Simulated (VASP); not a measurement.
# InAs (F-43m) in VASP: further runs, part 2 of 3

VASP 6.6.1. The steps go on from the part before.

## (5) Vibrations by perturbation theory, PBEsol

This run uses another cell than the first one, of 28.20 Å³/atom, 1.034 times its volume.

INCAR

```
SYSTEM = InAs
ALGO = Normal
EDIFF = 1E-8
ENCUT = 520
GGA = PS
IBRION = 8
ISIF = 2
ISMEAR = -1
LASPH = .True.
LCHARG = .False.
LREAL = .False.
LWAVE = .False.
NBANDS = 16
NELM = 60
NSW = 1
PREC = Accurate
SIGMA = 0.15
```

KPOINTS

```
k-points
0
Gamma
  12 12 12
  0 0 0
```

POSCAR

```
InAs
1.0
    0.0000000000      3.0437329627      3.0437329627
    3.0437329627      0.0000000000      3.0437329627
    3.0437329627      3.0437329627      0.0000000000
In As
1 1
Direct
    0.0000000000      0.0000000000      0.0000000000
    0.7500000000      0.7500000000      0.7500000000
```

Potentials or basis: VASP PAW PBE potentials, release 64 (In_d, As).

Run with:

```bash
$ cat potpaw_PBE.64/In_d/POTCAR potpaw_PBE.64/As/POTCAR > POTCAR
$ mpirun -np 1 vasp_std > vasp.out
```

OUTCAR:

```text
SYSTEM = InAs
   EDIFF = 1E-8
   ENCUT = 520
   GGA = PS
   IBRION = 8
   ISIF = 2
   ISMEAR = -1
   LASPH = .True.
   LREAL = .False.
   NELM = 60
   NSW = 1
   PREC = Accurate

 ion  position               nearest neighbor table
   1  0.000  0.000  0.000-   2 2.64   2 2.64   2 2.64   2 2.64
   2  0.750  0.750  0.750-   1 2.64   1 2.64   1 2.64   1 2.64

  LATTYP: Found a face centered cubic cell.
 ALAT       =     6.0874659254

  Lattice vectors:

 A1 = (   0.0000000000,   3.0437329627,   3.0437329627)
 A2 = (   3.0437329627,   0.0000000000,   3.0437329627)
 A3 = (   3.0437329627,   3.0437329627,   0.0000000000)

Analysis of symmetry for initial positions (statically):
=====================================================================
 Subroutine PRICEL returns:
 Original cell was already a primitive cell.

 Routine SETGRP: Setting up the symmetry group for a
 face centered cubic supercell.

 Subroutine GETGRP returns: Found 24 space group operations
 (whereof 24 operations were pure point group operations)
 out of a pool of 48 trial point group operations.

The static configuration has the point symmetry T_d .

Analysis of symmetry for dynamics (positions and initial velocities):
=====================================================================
 Subroutine PRICEL returns:
 Original cell was already a primitive cell.

 Routine SETGRP: Setting up the symmetry group for a
 face centered cubic supercell.

 Subroutine GETGRP returns: Found 24 space group operations
[... 639 lines left out ...]
      4.56560      4.56560      4.56560         0.000000     -0.000000     -0.000000
 -----------------------------------------------------------------------------------
    total drift:                                0.000000      0.000000      0.000000

  FREE ENERGIE OF THE ION-ELECTRON SYSTEM (eV)
  ---------------------------------------------------
  free  energy   TOTEN  =        -8.4917847082 eV

  energy  without entropy=       -8.4881707530  energy(sigma->0) =       -8.48997773

[... ionic steps 2 to 3 ...]

--------------------------------------- Ionic step        4  -------------------------------------------

------------------------ aborting loop because EDIFF is reached ----------------------------------------

[... ionic steps 5 to 6 ...]

--------------------------------------- Ionic step        7  -------------------------------------------

 Free energy of the ion-electron system (eV)
  ---------------------------------------------------
  ---------------------------------------------------
  free energy    TOTEN  =        -0.04525858 eV

  energy without entropy =       -0.04525858

------------------------ aborting loop because EDIFF is reached ----------------------------------------

 INTERNAL STRAIN TENSOR  FOR ION    2  DIRECTION 1   (eV/Angst):
 -----------------------------------------------------------------------------
    -0.00221  0.00000  0.00000
     0.00000  0.00229  7.30901
     0.00000  7.30901  0.00229

 INTERNAL STRAIN TENSOR FOR ION    2 for displacements in x,y,z  (eV/Angst):
          X           Y           Z          XY          YZ          ZX
  --------------------------------------------------------------------------------
  x    -0.00000    -0.00000    -0.00000     0.00000     7.30901     0.00000
  y    -0.00000    -0.00000    -0.00000     0.00000     0.00000     7.30901
  z    -0.00000    -0.00000    -0.00000     7.30901     0.00000     0.00000

 SECOND DERIVATIVES (NOT SYMMETRIZED)
 ------------------------------------
               1X          1Y          1Z          2X          2Y          2Z
  1X    -7.289881    0.000000    0.000000    7.289881    0.000000    0.000000
  1Y     0.000000   -7.289881    0.000000    0.000000    7.289881    0.000000
  1Z     0.000000    0.000000   -7.289881    0.000000    0.000000    7.289881
  2X     7.311269    0.000000    0.000000   -7.311269    0.000000    0.000000
  2Y     0.000000    7.311269    0.000000    0.000000   -7.311269    0.000000
  2Z     0.000000    0.000000    7.311269    0.000000    0.000000   -7.311269

 Eigenvectors and eigenvalues of the dynamical matrix
 ----------------------------------------------------

   1 f  =    6.274289 THz    39.422521 2PiTHz  209.287757 cm-1    25.948363 meV
             X         Y         Z           dx          dy          dz
      0.000000  0.000000  0.000000     0.000000    0.000000   -0.627824
      4.565599  4.565599  4.565599     0.000000    0.000000    0.778355
[... 21 lines left out ...]
   6 f/i=    0.004491 THz     0.028218 2PiTHz    0.149807 cm-1     0.018574 meV
             X         Y         Z           dx          dy          dz
      0.000000  0.000000  0.000000     0.000000    0.000000    0.778355
      4.565599  4.565599  4.565599     0.000000    0.000000    0.627824

--------------------------------------------------------------------------------------------------------

 ELASTIC MODULI CONTR FROM IONIC RELAXATION (kBar)
 Direction    XX          YY          ZZ          XY          YZ          ZX
 --------------------------------------------------------------------------------
 XX          -0.0000     -0.0000     -0.0000      0.0000      0.0000      0.0000
 YY          -0.0000     -0.0000     -0.0000      0.0000      0.0000      0.0000
 ZZ          -0.0000     -0.0000     -0.0000      0.0000      0.0000      0.0000
 XY           0.0000      0.0000      0.0000   -205.0970      0.0000      0.0000
 YZ           0.0000      0.0000      0.0000      0.0000   -205.0970     -0.0000
 ZX           0.0000      0.0000      0.0000      0.0000     -0.0000   -205.0970
 --------------------------------------------------------------------------------
```

Wall time 3.9 min (1 thread of Intel Xeon 6975P-C (Granite Rapids), shared host); peak memory 0.63 GiB.

Results:

- Highest phonon frequency at Γ, LO-TO splitting left out: 209 cm⁻¹

Phonon frequencies in cm⁻¹ (negative: imaginary):
```tsv
q point	frequencies
(0.000, 0.000, 0.000)	0 0 0 209 209 209
```

Caveat: the PAW data sets were made with another functional, which shifts forces and pressure a little; spin-orbit coupling is left out, which moves the levels of the heavy elements.

## (6) Vibrations by perturbation theory, PBEsol (phonons at volume x 1.02)

INCAR

```
SYSTEM = InAs
PREC = Accurate ; ENCUT = 520
EDIFF = 1E-8 ; ISMEAR = -1
SIGMA = 0.15 ; LREAL = .FALSE.
LASPH = .TRUE. ; NELM = 80
ALGO = Normal ; ISIF = 2
LWAVE = .FALSE. ; LCHARG = .FALSE.
GGA = PS ; IBRION = 8
NSW = 1
```

KPOINTS

```
Automatic mesh
0
G
  12 12 12
  0 0 0
```

POSCAR

```
InAs
1.0
    0.0000000000      3.0638907221      3.0638907221
    3.0638907221      0.0000000000      3.0638907221
    3.0638907221      3.0638907221      0.0000000000
In As
1 1
Direct
    0.0000000000      0.0000000000      0.0000000000
    0.7500000000      0.7500000000      0.7500000000
```

Potentials or basis: VASP PAW PBE potentials, release 64 (In_d, As).

Run with:

```bash
$ cat potpaw_PBE.64/In_d/POTCAR potpaw_PBE.64/As/POTCAR > POTCAR
$ mpirun -np 1 vasp_std > vasp.out
```

OUTCAR:

```text
SYSTEM = InAs
   PREC = Accurate
   ENCUT = 520
   EDIFF = 1E-8
   ISMEAR = -1
   LREAL = .FALSE.
   LASPH = .TRUE.
   NELM = 80
   ISIF = 2
   GGA = PS
   IBRION = 8
   NSW = 1

 ion  position               nearest neighbor table
   1  0.000  0.000  0.000-   2 2.65   2 2.65   2 2.65   2 2.65
   2  0.750  0.750  0.750-   1 2.65   1 2.65   1 2.65   1 2.65

  LATTYP: Found a face centered cubic cell.
 ALAT       =     6.1277814442

  Lattice vectors:

 A1 = (   0.0000000000,   3.0638907221,   3.0638907221)
 A2 = (   3.0638907221,   0.0000000000,   3.0638907221)
 A3 = (   3.0638907221,   3.0638907221,   0.0000000000)

Analysis of symmetry for initial positions (statically):
=====================================================================
 Subroutine PRICEL returns:
 Original cell was already a primitive cell.

[... 613 lines left out ...]

 INTERNAL STRAIN TENSOR  FOR ION    2  DIRECTION 1   (eV/Angst):
 -----------------------------------------------------------------------------
    -0.00187  0.00000  0.00000
     0.00000  0.00209  6.60169
     0.00000  6.60169  0.00209

 INTERNAL STRAIN TENSOR FOR ION    2 for displacements in x,y,z  (eV/Angst):
          X           Y           Z          XY          YZ          ZX
  --------------------------------------------------------------------------------
  x     0.00000    -0.00000    -0.00000     0.00000     6.60169     0.00000
  y    -0.00000     0.00000    -0.00000     0.00000     0.00000     6.60169
  z    -0.00000    -0.00000     0.00000     6.60169     0.00000     0.00000

 SECOND DERIVATIVES (NOT SYMMETRIZED)
 ------------------------------------
               1X          1Y          1Z          2X          2Y          2Z
  1X    -6.949026    0.000000    0.000000    6.949026    0.000000    0.000000
  1Y     0.000000   -6.949026    0.000000    0.000000    6.949026    0.000000
  1Z     0.000000    0.000000   -6.949026    0.000000    0.000000    6.949026
  2X     6.926876    0.000000    0.000000   -6.926876    0.000000    0.000000
  2Y     0.000000    6.926876    0.000000    0.000000   -6.926876    0.000000
  2Z     0.000000    0.000000    6.926876    0.000000    0.000000   -6.926876

 Eigenvectors and eigenvalues of the dynamical matrix
 ----------------------------------------------------

   1 f  =    6.114513 THz    38.418617 2PiTHz  203.958193 cm-1    25.287582 meV
             X         Y         Z           dx          dy          dz
      0.000000  0.000000  0.000000    -0.628988    0.000000    0.000000
      4.595836  4.595836  4.595836     0.777415    0.000000    0.000000
[... 21 lines left out ...]
   6 f/i=    0.004773 THz     0.029987 2PiTHz    0.159196 cm-1     0.019738 meV
             X         Y         Z           dx          dy          dz
      0.000000  0.000000  0.000000     0.000000    0.000000    0.777415
      4.595836  4.595836  4.595836     0.000000    0.000000    0.628988

--------------------------------------------------------------------------------------------------------

 ELASTIC MODULI CONTR FROM IONIC RELAXATION (kBar)
 Direction    XX          YY          ZZ          XY          YZ          ZX
 --------------------------------------------------------------------------------
 XX          -0.0000      0.0000      0.0000      0.0000     -0.0000      0.0000
 YY           0.0000     -0.0000     -0.0000      0.0000      0.0000      0.0000
 ZZ           0.0000     -0.0000     -0.0000     -0.0000      0.0000      0.0000
 XY           0.0000      0.0000     -0.0000   -172.5056      0.0000      0.0000
 YZ          -0.0000      0.0000      0.0000      0.0000   -172.5056      0.0000
 ZX           0.0000      0.0000      0.0000      0.0000      0.0000   -172.5056
 --------------------------------------------------------------------------------
```

OSZICAR:

```text
N       E                     dE             d eps       ncg     rms          rms(c)
DAV:   1     0.113925305627E+03    0.11393E+03   -0.84311E+03  1872   0.147E+03
DAV:   2    -0.236283983440E+00   -0.11416E+03   -0.11092E+03  1927   0.327E+02
DAV:   3    -0.854120105717E+01   -0.83049E+01   -0.82289E+01  2452   0.922E+01
DAV:   4    -0.876279832580E+01   -0.22160E+00   -0.22143E+00  2118   0.168E+01
[... 44 lines left out ...]
RMM:   7    -0.452287563517E-01    0.29296E-05   -0.15240E-07 14133   0.293E-03    0.820E-04
RMM:   8    -0.452300331751E-01   -0.12768E-05   -0.32648E-08 12697   0.129E-03    0.348E-04
RMM:   9    -0.452305647321E-01   -0.53156E-06   -0.12388E-08 13554   0.426E-04    0.812E-05
RMM:  10    -0.452305518523E-01    0.12880E-07    0.92161E-08 14694   0.173E-04    0.455E-05
RMM:  11    -0.452305587057E-01   -0.68534E-08   -0.34627E-08 13991   0.602E-05    0.123E-05
 Linear response finished
```

stdout:

```text
POSCAR found type information on POSCAR InAs
 POSCAR found :  2 types and       2 ions
 scaLAPACK will be used
 -----------------------------------------------------------------------------
|                                                                             |
|                                                                             |
|     You enforced a specific xc type in the INCAR file but a different       |
|     I HOPE YOU KNOW WHAT YOU ARE DOING!                                     |
|                                                                             |
 -----------------------------------------------------------------------------

 LDA part: xc-table for (Slater+PW92), standard interpolation
 POSCAR, INCAR and KPOINTS ok, starting setup
 FFT: planning ... GRIDC
 FFT: planning ... GRID_SOFT
 FFT: planning ... GRID
 WAVECAR not read
 entering main loop
 Linear response reoptimize wavefunctions to high precision
 Linear response DOF=           2
 Linear response progress:
 first order change of Fermi-energy  -0.32609E-04
 force on displaced ion       1 direction 1 :  -6.949   0.000   0.000
 Linear response progress:
 first order change of Fermi-energy   0.24861E-03
 force on displaced ion       2 direction 1 :  -6.927   0.000   0.000
 Linear response finished
```

Run time: 3.3 min. Hardware: 1 thread of Intel Xeon 6975P-C (Granite Rapids), shared host; peak memory 0.58 GiB.

Results:

```yaml
Highest_phonon_frequency_at_Γ_LO-TO_splitting_left_out: 204 cm⁻¹
```

Phonon frequencies in cm⁻¹ (negative: imaginary):
| q point | frequencies |
| --- | --- |
| (0.000, 0.000, 0.000) | 0 0 0 204 204 204 |

Caveat: the cell differs from its parent crystal (phonons at volume x 1.02); the PAW data sets were made with another functional, which shifts forces and pressure a little; spin-orbit coupling is left out, which moves the levels of the heavy elements.

(Continued in part 3 of 3.)
